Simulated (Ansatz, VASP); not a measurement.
## Two plane-wave programs on SrO

```xyz
6
Lattice="4.5215 0.0000 0.0000 -2.2608 3.9158 0.0000 0.0000 0.0000 6.4551" Properties=species:S:1:pos:R:3 pbc="T T T"
Sr    3.0144    0.0000    3.2276
Sr    0.7536    1.3053    3.2276
Sr   -1.5072    2.6105    3.2276
O    -0.1635    1.6746    0.0000
O     0.8923    2.9368    0.0000
O    -0.7287    3.2201    0.0000
```

Alike in both runs: task relaxation of cell and atoms; functional PBE; k mesh 6 × 6 × 4; occupations gaussian, width 0.1 eV; no spin polarisation.

|  | VASP | Ansatz |
| --- | --- | --- |
| version | VASP 6.6.1 | Ansatz 0.2.0 |
| potentials or method | VASP PAW PBE potentials, release 64 (Sr_sv, O), cutoff 600 eV | scalar-relativistic, plane waves, PAW |
| valence electrons in the cell | 48 | 48 |

```csv
,VASP,Ansatz,Ansatz less VASP
"gap on the k mesh at the Fermi level, each at its own relaxed structure (eV)",2.91,2.81,-0.096
relaxed volume (Å³/atom),16.75,17.31,+0.568
relaxed length of the cell vector where the two differ most in proportion (Å),6.002,6.116,+0.1146
```
